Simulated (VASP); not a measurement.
A run of VASP 6.6.1 is set up as follows.

INCAR

```
PREC = Accurate
ENCUT = 520
EDIFF = 1E-7
ISMEAR = 0
SIGMA = 0.02
LREAL = False
LASPH = True
NELM = 60
ALGO = Normal
ISIF = 2
LWAVE = False
LCHARG = False
GGA = PS
NBANDS = 16
```

Contents of KPOINTS:

```
Automatic mesh
0
Gamma
  8 8 6
```

File POSCAR:

```
Mg2C3
1.0
    2.3985918227     -2.3273951403      0.0029184428
    2.3985918227      2.3273951403      0.0029184428
   -1.2126410335      0.0000000000      4.8284048079
Mg C
2 3
Direct
    0.8092596780      0.8092596780      0.1996336769
    0.1907403220      0.1907403220      0.8003663231
    0.3002581442      0.3002581442      0.2628019550
    0.6997418558      0.6997418558      0.7371980450
    0.5000000000      0.5000000000      0.5000000000
```

Potentials or basis: VASP PAW PBE potentials, release 64 (Mg, C).

Run with:

```bash
$ cat potpaw_PBE.64/Mg/POTCAR potpaw_PBE.64/C/POTCAR > POTCAR
$ mpirun -np 1 vasp_std > vasp.out
```

Estimate the band gap on the k mesh.

1.69 eV, indirect (least direct gap 2.40 eV).

Estimate the largest force.

0.069 eV/Å.

What does it give for the pressure?

0.0 GPa.

Stress tensor (GPa, compression positive):
```
-0.10  0.00  0.32
 0.00 -0.22  0.00
 0.32  0.00  0.27
```

Caveat: the PAW data sets were made with another functional, which shifts forces and pressure a little. A k mesh can miss the band edges.
